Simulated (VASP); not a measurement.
# Cu (I4/mmm) in VASP: further runs

Cu is run at these levels: PBE; tasks: single point.

Everything below comes from runs of VASP 6.6.1. Logs are shortened: lines on timing, memory, paths and dates and some standing lists are left out, and cuts for length are marked.

## 1. The cell of the first run

Symmetry: I4/mmm, No. 139, tetragonal system. Conventional cell: a = 2.855 Å, b = 2.855 Å, c = 2.788 Å, α = 90.00°, β = 90.00°, γ = 90.00°. Cu (site symmetry 4/mmm) has 14 Cu at 2.45 to 2.85 Å within 3.2 Å.

## 2. Single point, PBE (volume 11.358 Å^3 an atom, c/a of the conventional cell 0.9765)

INCAR reads:

```
SYSTEM = Cu
PREC = Accurate ; ENCUT = 520
EDIFF = 1E-7 ; ISMEAR = 0
SIGMA = 0.15 ; LREAL = .False.
LASPH = .True. ; NELM = 100
ALGO = Normal ; ISIF = 2
LWAVE = .False. ; LCHARG = .True.
GGA = PE ; LELF = .True.
LVHAR = .True. ; NBANDS = 12
```

KPOINTS reads:

```
Automatic mesh
0
Gamma
  24 24 24
  0 0 0
```

POSCAR reads:

```
Cu
1.0
   -1.4273261037      1.4273261037      1.3937839402
    1.4273261037     -1.4273261037      1.3937839402
    1.4273261037      1.4273261037     -1.3937839402
Cu
1
Direct
    0.0000000000      0.0000000000      0.0000000000
```

Potentials or basis: VASP PAW PBE potentials, release 64 (Cu).

Run with:

```bash
> cat potpaw_PBE.64/Cu/POTCAR > POTCAR
> mpirun -np 1 vasp_std > vasp.out
```

OUTCAR:

```text
SYSTEM = Cu
   PREC = Accurate
   ENCUT = 520
   EDIFF = 1E-7
   ISMEAR = 0
   LREAL = .False.
   LASPH = .True.
   NELM = 100
   ISIF = 2
   GGA = PE

 ion  position               nearest neighbor table
   1  0.000  0.000  0.000-

  LATTYP: Found a body centered tetragonal cell.
 ALAT       =     2.8546522074
 C/A-ratio  =     0.9765000000

  Lattice vectors:

 A1 = (  -1.4273261037,   1.4273261037,   1.3937839402)
 A2 = (   1.4273261037,  -1.4273261037,   1.3937839402)
 A3 = (   1.4273261037,   1.4273261037,  -1.3937839402)

Analysis of symmetry for initial positions (statically):
=====================================================================
 Subroutine PRICEL returns:
 Original cell was already a primitive cell.

 Routine SETGRP: Setting up the symmetry group for a
 body centered tetragonal supercell.

 Subroutine GETGRP returns: Found 16 space group operations
 (whereof 16 operations were pure point group operations)
 out of a pool of 16 trial point group operations.

The static configuration has the point symmetry D_4h.

Analysis of symmetry for dynamics (positions and initial velocities):
=====================================================================
 Subroutine PRICEL returns:
 Original cell was already a primitive cell.

 Routine SETGRP: Setting up the symmetry group for a
 body centered tetragonal supercell.

 Subroutine GETGRP returns: Found 16 space group operations
 (whereof 16 operations were pure point group operations)
 out of a pool of 16 trial point group operations.

The dynamic configuration has the point symmetry D_4h.

 Subroutine INISYM returns: Found 16 space group operations
 (whereof 16 operations are pure point group operations),
 and found     1 'primitive' translations

----------------------------------------------------------------------------------------

                                     Primitive cell

  volume of cell :      11.3580

  direct lattice vectors                    reciprocal lattice vectors
    -1.427326104  1.427326104  1.393783940     0.000000000  0.350305371  0.358735659
     1.427326104 -1.427326104  1.393783940     0.350305371  0.000000000  0.358735659
     1.427326104  1.427326104 -1.393783940     0.350305371  0.350305371  0.000000000

  length of vectors
     2.452988643  2.452988643  2.452988643     0.501403157  0.501403157  0.495406606

  position of ions in fractional coordinates (direct lattice)
     0.000000000  0.000000000  0.000000000

  ion indices of the primitive-cell ions
   primitive index   ion index
                 1           1

----------------------------------------------------------------------------------------

 KPOINTS: Automatic mesh

Automatic generation of k-mesh.
 Grid dimensions read from file:
 generate k-points for:   24   24   24

 Generating k-lattice:

  Cartesian coordinates                     Fractional coordinates (reciprocal lattice)
     0.000000000  0.014596057  0.014947319     0.041666667  0.000000000  0.000000000
     0.014596057  0.000000000  0.014947319     0.000000000  0.041666667  0.000000000
     0.014596057  0.014596057  0.000000000     0.000000000  0.000000000  0.041666667

  Length of vectors
     0.020891798  0.020891798  0.020641942

  Shift w.r.t. Gamma in fractional coordinates (k-lattice)
     0.000000000  0.000000000  0.000000000

 Subroutine IBZKPT returns following result:
 ===========================================

 Found   1063 irreducible k-points:

 Following reciprocal coordinates:
            Coordinates               Weight
  0.000000  0.000000  0.000000      1.000000
  0.041667 -0.000000  0.000000      8.000000
  0.083333  0.000000 -0.000000      8.000000
  0.125000 -0.000000  0.000000      8.000000
  0.166667  0.000000  0.000000      8.000000
  0.208333  0.000000  0.000000      8.000000
[... 16 lines left out ...]
  0.416667  0.041667  0.000000     16.000000
  0.458333  0.041667 -0.000000     16.000000
 [... further k-points ...]
   k-points           NKPTS =   1063   k-points in BZ     NKDIM =   1063   number of bands    NBANDS=     12
   number of dos      NEDOS =    301   number of ions     NIONS =      1
   total plane-waves  NPLWV =   5832
   dimension x,y,z NGX =    18 NGY =   18 NGZ =   18
   dimension x,y,z NGXF=    36 NGYF=   36 NGZF=   36
   ions per type =               1
   NGX,Y,Z   is equivalent  to a cutoff of  12.20, 12.20, 12.20 a.u.
   NGXF,Y,Z  is equivalent  to a cutoff of  24.40, 24.40, 24.40 a.u.
 SYSTEM =  Cu
   PREC   = accura    normal or accurate (medium, high low for compatibility)
   ISTART =      0    job   : 0-new  1-cont  2-samecut
   ICHARG =      2    charge: 1-file 2-atom 10-const
   ISPIN  =      1    spin polarized calculation?
   LNONCOLLINEAR =      F non collinear calculations
   LSORBIT =      F    spin-orbit coupling
   LASPH  =      T    aspherical Exc in radial PAW
   ENCUT  =  520.0 eV  38.22 Ry    6.18 a.u.   4.56  4.56  4.56*2*pi/ulx,y,z
   NELM   =    100;   NELMIN=  2; NELMDL= -5     # of ELM steps
   EDIFF  = 0.1E-06   stopping-criterion for ELM
   LREAL  =      F    real-space projection
   EDIFFG = 0.1E-05   stopping-criterion for IOM
   NSW    =      0    number of steps for IOM
   IBRION =     -1    ionic relax: 0-MD 1-quasi-New 2-CG
   NFREE  =      0    steps in history (QN), initial steepest desc. (CG)
   ISIF   =      2    stress and relaxation
   ISYM   =      2    0-nonsym 1-usesym 2-fastsym
   POTIM  = 0.5000    time-step for ionic-motion
   TEBEG  =    0.0;   TEEND  =   0.0 temperature during run
   PSTRESS=    0.0 pullay stress
   NELECT =      11.0000    total number of electrons
   NUPDOWN=      -1.0000    fix difference up-down
   EMIN   =  10.00;   EMAX   =-10.00  energy-range for DOS
   EFERMI =   0.00;   METHOD = LEGACY
   ISMEAR =     0;   SIGMA  =   0.15  broadening in eV -4-tet -1-fermi 0-gaus
   EFERMI_NEDOS =   21; number of points for ismear=-14 and -15
   IALGO  =     38    algorithm
   IMIX   =      4    mixing-type and parameters
     AMIX     =   0.40;   BMIX     =  1.00
     AMIX_MAG =   1.60;   BMIX_MAG =  1.00
  volume/ion in A,a.u.               =      11.36        76.65
  Fermi-wavevector in a.u.,A,eV,Ry     =   1.619714  3.060816 35.694540  2.623475
  Thomas-Fermi vector in A             =   2.713770
   LORBIT       =      0    0 simple, 1 ext, 2 COOP (PROOUT), +10 PAW based schemes
   GGA     = PE    functional components
   LHFCALC =     F    Hartree Fock is set to
   AEXX    =    0.0000 exact exchange contribution
   IVDW    =     0    specifies the selected vdW correction
   LEPSILON=     F    determine dielectric tensor
   LRPA    =     F    only Hartree local field effects (RPA)
 non-spin polarized calculation
 Gauss-broadening in eV      SIGMA  =   0.15
  energy-cutoff  :      520.00
  volume of cell :       11.36
 maximum number of plane-waves:       323
   NGX =  9   NGY =  9   NGZ =  9

 number of electron      10.9999995 magnetization

 Free energy of the ion-electron system (eV)
  ---------------------------------------------------
  ext. energy  EPLUGINS =         0.00000000
  ---------------------------------------------------
  free energy    TOTEN  =        -3.67386176 eV

  energy without entropy =       -3.66940258  energy(sigma->0) =       -3.67163217

 E-fermi :   8.0879     XC(G=0): -12.9560

 val. band max:        8.0863770833   @ k =  -0.3750   0.4167   0.1667
 cond. band min:       8.0903121203   @ k =   0.4583   0.0417   0.0417
 fundamental gap:      0.0039350370
 Fermi energy:         8.0879076580

 k-point     1 :       0.0000    0.0000    0.0000
  band No.  band energies     occupation
      1      -1.5673      2.00000
      2       4.7844      2.00000
      3       4.8819      2.00000
      4       4.8819      2.00000
      5       5.8640      2.00000
      6       5.9665      2.00000
      7      33.3099      0.00000
      8      33.3099      0.00000
      9      33.8924      0.00000
     10      37.2992      0.00000
     11      37.2992      0.00000
     12      37.4165      0.00000

 k-point     2 :       0.0417   -0.0000    0.0000
  band No.  band energies     occupation
      1      -1.4977      2.00000
      2       4.7879      2.00000
      3       4.8809      2.00000
      4       4.8920      2.00000
      5       5.8624      2.00000
      6       5.9565      2.00000
      7      32.7770      0.00000
      8      33.1345      0.00000
      9      33.4712      0.00000
     10      36.2019      0.00000
     11      36.3044      0.00000
     12      36.6045      0.00000

 k-point     3 :       0.0833    0.0000   -0.0000
  band No.  band energies     occupation
      1      -1.2904      2.00000
      2       4.7671      2.00000
      3       4.8761      2.00000
      4       4.9532      2.00000
      5       5.8537      2.00000
      6       5.9344      2.00000
      7      31.0834      0.00000
      8      32.6824      0.00000
      9      32.7025      0.00000
     10      34.7466      0.00000
     11      35.4274      0.00000
     12      36.1142      0.00000

 k-point     4 :       0.1250   -0.0000    0.0000
  band No.  band energies     occupation
      1      -0.9496      2.00000
      2       4.7101      2.00000
      3       4.8629      2.00000
      4       5.0773      2.00000
      5       5.8293      2.00000
      6       5.9211      2.00000
      7      28.9138      0.00000
      8      31.6571      0.00000
      9      32.1586      0.00000
     10      33.3428      0.00000
     11      34.7352      0.00000
     12      36.2375      0.00000

 k-point     5 :       0.1667    0.0000    0.0000
  band No.  band energies     occupation
      1      -0.4841      2.00000
      2       4.6299      2.00000
      3       4.8376      2.00000
      4       5.2499      2.00000
      5       5.7983      2.00000
      6       5.9237      2.00000
      7      26.6353      0.00000
      8      30.5654      0.00000
      9      31.5254      0.00000
     10      32.1023      0.00000
     11      34.1842      0.00000
     12      36.7072      0.00000
[... 228 lines left out ...]
      1       2.3306      2.00000
      2       4.2044      2.00000
      3       5.2102      2.00000
      4       5.8482      2.00000
      5       6.0517      2.00000
      6       6.3716      2.00000
      7      17.0639      0.00000
      8      26.0979      0.00000
      9      26.9410      0.00000
     10      30.6219      0.00000
     11      33.4228      0.00000
     12      39.9718      0.00000

 k-point    22 :       0.3750    0.0417    0.0000
  band No.  band energies     occupation
      1       2.6520      2.00000
      2       4.1355      2.00000
      3       5.6448      2.00000
      4       5.9292      2.00000
      5       6.1298      2.00000
      6       6.6664      2.00000
      7      15.2983      0.00000
      8      25.6033      0.00000
      9      26.3726      0.00000
     10      30.4191      0.00000
     11      33.3379      0.00000
     12      40.8593      0.00000

 k-point    23 :       0.4167    0.0417    0.0000
  band No.  band energies     occupation
      1       2.8005      2.00000
      2       4.0873      2.00000
      3       5.8257      2.00000
      4       6.0041      2.00000
      5       6.3772      2.00000
      6       7.1354      2.00000
      7      13.8175      0.00000
      8      25.2539      0.00000
      9      25.9915      0.00000
     10      30.2882      0.00000
     11      33.2960      0.00000
     12      41.5972      0.00000

 k-point    24 :       0.4583    0.0417   -0.0000
  band No.  band energies     occupation
      1       2.8530      2.00000
      2       4.0626      2.00000
      3       5.8733      2.00000
      4       6.0117      2.00000
      5       6.5254      2.00000
      6       7.6434      1.99997
      7      12.8778      0.00000
      8      25.0639      0.00000
      9      25.8052      0.00000
     10      30.2267      0.00000
     11      33.2847      0.00000
     12      42.1130      0.00000

 [... further k-points ...]
[... 5 lines left out ...]
  --------------------------------------------------------------------------------------
  -------------------------------------------------------------------------------------
  Total        0.6651217      0.6651217      0.6618479      0.0000000     -0.0000000      0.0000000
  in kB       93.8231100     93.8231100     93.3613076      0.0000000     -0.0000000      0.0000000
  external PRESSURE =      93.6691759 kB  Pullay stress =       0.0000000 kB

 VOLUME and BASIS-vectors are now :
 -----------------------------------------------------------------------------
  energy-cutoff  :      520.00
  volume of cell :       11.36
      direct lattice vectors                 reciprocal lattice vectors
    -1.427326104  1.427326104  1.393783940     0.000000000  0.350305371  0.358735659
     1.427326104 -1.427326104  1.393783940     0.350305371  0.000000000  0.358735659
     1.427326104  1.427326104 -1.393783940     0.350305371  0.350305371  0.000000000

 POSITION                                       TOTAL-FORCE (eV/Angst)
 -----------------------------------------------------------------------------------
      0.00000      0.00000      0.00000         0.000000      0.000000     -0.000000
 -----------------------------------------------------------------------------------
    total drift:                                0.000000      0.000000      0.000000

  FREE ENERGIE OF THE ION-ELECTRON SYSTEM (eV)
  ---------------------------------------------------
  free  energy   TOTEN  =        -3.6738617576 eV

  energy  without entropy=       -3.6694025760  energy(sigma->0) =       -3.67163217
```

Wall time 76 s (1 thread of Intel Xeon 6975P-C, shared host); peak memory 0.24 GiB.

Results:

| Quantity | Value |
| --- | --- |
| Free energy | -3.6739 eV |
| Pressure | 9.4 GPa |

Levels at points of the mesh, in eV from the Fermi level:
```csv
k point,band 2,band 3,band 4,band 5,band 6,band 7,band 8,band 9,band 10,band 11
"(0.00, 0.00, 0.00)",-3.30,-3.21,-3.21,-2.22,-2.12,25.22,25.22,25.80,29.21,29.21
"(0.50, 0.00, 0.00)",-4.03,-2.19,-2.02,-1.39,-0.63,4.65,17.61,17.81,21.64,24.76
"(0.50, 0.50, 0.00)",-3.91,-2.28,-2.08,-1.40,-0.82,4.38,18.24,18.52,22.23,25.31
"(0.50, 0.50, 0.50)",-4.85,-1.58,-1.58,-1.56,8.07,8.07,8.99,13.64,14.05,16.69
```

## 3. Single point, PBE (volume 11.358 Å^3 an atom, c/a of the conventional cell 1.0583)

INCAR reads:

```
PREC = Accurate
ENCUT = 520
EDIFF = 1E-6
ISMEAR = 0
SIGMA = 0.15
LREAL = False
LASPH = True
NELM = 100
ALGO = Normal
ISIF = 2
LWAVE = False
LCHARG = False
GGA = PE
NBANDS = 12
```

KPOINTS reads:

```
Automatic mesh
0
Gamma
  24 24 24
```

POSCAR reads:

```
Cu
1.0
   -1.3895612425      1.3895612425      1.4705726629
    1.3895612425     -1.3895612425      1.4705726629
    1.3895612425      1.3895612425     -1.4705726629
Cu
1
Direct
    0.0000000000      0.0000000000      0.0000000000
```

Potentials or basis: VASP PAW PBE potentials, release 64 (Cu).

Run with:

```bash
> cat potpaw_PBE.64/Cu/POTCAR > POTCAR
> mpirun -np 1 vasp_std > vasp.out
```

Run time: 74 s. Hardware: 1 thread of Intel Xeon 6975P-C, shared host; peak memory 0.24 GiB.

Results (log left out):

```yaml
Free_energy: -3.6750 eV
Pressure: 9.4 GPa
```

Stress tensor (GPa, compression positive):
```
 9.07  0.00  0.00
 0.00  9.07  0.00
 0.00  0.00 10.06
```

Levels at points of the mesh, in eV from the Fermi level:
| k point | band 4 | band 5 | band 6 | band 7 | band 8 | band 9 |
| --- | --- | --- | --- | --- | --- | --- |
| (0.00, 0.00, 0.00) | -3.09 | -2.30 | -2.08 | 24.65 | 25.69 | 25.69 |
| (0.50, 0.00, 0.00) | -2.04 | -1.42 | -0.84 | 4.36 | 18.32 | 18.63 |
| (0.50, 0.50, 0.00) | -1.99 | -1.38 | -0.40 | 4.97 | 16.87 | 16.97 |
| (0.50, 0.50, 0.50) | -1.56 | -1.56 | 6.96 | 9.10 | 9.10 | 13.01 |

## 4. Single point, PBE (volume 11.358 Å^3 an atom, c/a of the conventional cell 0.9380)

INCAR reads:

```
ALGO = Fast ; EDIFF = 1E-6
ENCUT = 520 ; GGA = PE
ISIF = 2 ; ISMEAR = 0
LASPH = T ; LCHARG = F
LREAL = F ; LWAVE = F
NBANDS = 12 ; NELM = 100
PREC = Accurate ; SIGMA = 0.15
```

KPOINTS reads:

```
k-points
0
Gamma
  24 24 24
```

POSCAR reads:

```
Cu
1.0
   -1.4465714014      1.4465714014      1.3569446193
    1.4465714014     -1.4465714014      1.3569446193
    1.4465714014      1.4465714014     -1.3569446193
Cu
1
Direct
    0.0000000000      0.0000000000      0.0000000000
```

Run with:

```bash
> cat potpaw_PBE.64/Cu/POTCAR > POTCAR
> mpirun -np 1 vasp_std > vasp.out
```

Wall time 84 s (1 thread of Intel Xeon 6975P-C, shared host); peak memory 0.24 GiB.

The run converged. Its results:

```
Free energy : -3.6739 eV
Pressure    : 9.7 GPa
```

Stress tensor (GPa, compression positive):
```
9.60 0.00 0.00
0.00 9.60 0.00
0.00 0.00 9.85
```

Levels at points of the mesh, in eV from the Fermi level:
```tsv
k point	band 4	band 5	band 6	band 7	band 8	band 9
(0.00, 0.00, 0.00)	-3.14	-2.34	-2.05	24.72	24.72	26.49
(0.50, 0.00, 0.00)	-1.93	-1.39	-0.52	4.81	17.29	17.44
(0.50, 0.50, 0.00)	-2.13	-1.43	-1.02	4.09	18.98	19.39
(0.50, 0.50, 0.50)	-1.60	-1.53	7.56	7.56	10.08	13.24
```

(Part 1 of 2 ends here.)
